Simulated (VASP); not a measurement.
Here is a VASP 6.6.1 calculation.

File INCAR:

```
SYSTEM = Si
PREC = Accurate
ENCUT = 520
EDIFF = 1E-6
ISMEAR = -1
SIGMA = 0.05
LREAL = .False.
LASPH = .True.
NELM = 60
ALGO = Normal
ISIF = 2
LWAVE = .False.
LCHARG = .False.
GGA = PE
NBANDS = 11
```

The input KPOINTS:

```
Automatic mesh
0
Gamma
  10 10 10
  0 0 0
```

POSCAR

```
Si
1.0
   -2.3713723000      2.3713723000      1.3292653900
    2.3713723000     -2.3713723000      1.3292653900
    2.3713723000      2.3713723000     -1.3292653900
Si
2
Direct
    0.2500000000      0.7500000000      0.5000000000
    0.5000000000      0.5000000000      0.0000000000
```

Potentials or basis: VASP PAW PBE potentials, release 64 (Si).

Run with:

```console
$ cat potpaw_PBE.64/Si/POTCAR > POTCAR
$ mpirun -np 1 vasp_std > vasp.out
```

Problem. Predict the band gap on the k mesh.

Solution. Zero (band 4 reaches 11.32 eV, above the bottom of band 5 at 5.51 eV).

Problem. What does it give for the pressure?

Solution. 3.3 GPa.

Stress tensor (GPa, compression positive):
```
3.39 0.00 0.00
0.00 3.39 0.00
0.00 0.00 3.22
```
